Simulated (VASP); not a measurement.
A run of VASP 6.6.1:

Contents of INCAR:

```
SYSTEM = MgVCl2O
  PREC = Accurate
  ENCUT = 520
  EDIFF = 1E-7
  ISMEAR = -1
  SIGMA = 0.05
  LREAL = .False.
  LASPH = .True.
  NELM = 150
  ALGO = Normal
  ISIF = 2
  LWAVE = .False.
  LCHARG = .True.
  ISPIN = 2
  MAGMOM = 2 0 0 0 0
  LORBIT = 11
  LMAXMIX = 4
  GGA = PE
  LELF = .True.
  LVHAR = .True.
  NBANDS = 30
```

File KPOINTS:

```
Automatic mesh
0
Gamma
  6 6 6
  0 0 0
```

Contents of POSCAR:

```
MgVCl2O
1.0
    6.6203369699     -1.9615760065      0.0000000000
    6.6203369699      1.9615760065      0.0000000000
   -1.3957237544      0.0000000000      4.0863273679
V Cl Mg O
1 2 1 1
Direct
    0.0014305000      0.0014305000      0.9784580000
    0.6302280000      0.6302280000      0.1115470000
    0.3677760000      0.3677760000      0.8464830000
    0.4909220000      0.4909220000      0.4664290000
    0.9960985000      0.9960985000      0.4735920000
```

Potentials or basis: VASP PAW PBE potentials, release 64 (V_sv, Cl, Mg, O).

Launch:

```console
$ cat potpaw_PBE.64/V_sv/POTCAR potpaw_PBE.64/Cl/POTCAR potpaw_PBE.64/Mg/POTCAR potpaw_PBE.64/O/POTCAR > POTCAR
$ mpirun -np 1 vasp_std > vasp.out
```

Hardware: 1 thread of Intel Xeon 8259CL (shared host).

Q: Estimate the wall time of this run.

A: Run time: 21 min on 1 thread of Intel Xeon 8259CL, with other jobs on the host, peak memory 0.61 GiB. Counts: scf iterations 17, k points 68.
